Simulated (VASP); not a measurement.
Write the native input for VASP 6.6.1 that does the following.

| Quantity | Value |
| --- | --- |
| Task | single point |
| Functional | r2SCAN |
| Potentials or basis | VASP PAW PBE potentials, release 64 (As, Ga_d) |
| Cutoff | 520 eV |
| k mesh | 8 × 8 × 8 |
| Occupations | fermi-dirac, width 0.05 eV |
| Spin | no spin polarisation |
| Dipole correction | no |
| Further INCAR settings | ALGO = Normal; EDIFF = 1e-06; NBANDS = 16 |

The system is GaAs.

```xyz
2
Lattice="0.0000 2.7886 2.7886 2.7886 0.0000 2.7886 2.7886 2.7886 0.0000" Properties=species:S:1:pos:R:3 pbc="T T T"
As    4.1830    4.1830    4.1830
Ga    0.0000    0.0000    0.0000
```

The input as run:

POSCAR

```
GaAs
1.0
    0.0000000000      2.7886446409      2.7886446409
    2.7886446409      0.0000000000      2.7886446409
    2.7886446409      2.7886446409      0.0000000000
As Ga
1 1
Direct
    0.7500000000      0.7500000000      0.7500000000
    0.0000000000      0.0000000000      0.0000000000
```

INCAR.step1

```
PREC = Accurate
ENCUT = 520
ISMEAR = -1
SIGMA = 0.05
LREAL = False
LASPH = True
NELM = 60
NBANDS = 16
GGA = PE
ALGO = Normal
EDIFF = 1E-4
LWAVE = True
LCHARG = False
```

INCAR.step2

```
PREC = Accurate
ENCUT = 520
EDIFF = 1E-6
ISMEAR = -1
SIGMA = 0.05
LREAL = False
LASPH = True
NELM = 60
ALGO = Normal
ISIF = 2
LWAVE = False
LCHARG = False
METAGGA = R2SCAN
LMIXTAU = True
NBANDS = 16
ISTART = 1
```

KPOINTS

```
regular mesh
0
Gamma
  8 8 8
```

Potentials or basis: VASP PAW PBE potentials, release 64 (As, Ga_d).

The run is started by

```console
$ cat potpaw_PBE.64/As/POTCAR potpaw_PBE.64/Ga_d/POTCAR > POTCAR
$ cp INCAR.step1 INCAR
$ mpirun -np 1 vasp_std > vasp.out
$ cp INCAR.step2 INCAR
$ mpirun -np 1 vasp_std > vasp.out
```

Results of the run:

| Item | Value |
| --- | --- |
| Pressure | 4.0 GPa |
| Band gap on the k mesh | 1.33 eV, direct |

Caveat: the PAW data sets were made with another functional, which shifts forces and pressure a little.

Wall time 64 s on 1 thread of Intel Xeon 6975P-C, on a shared host, peak memory 0.18 GiB.
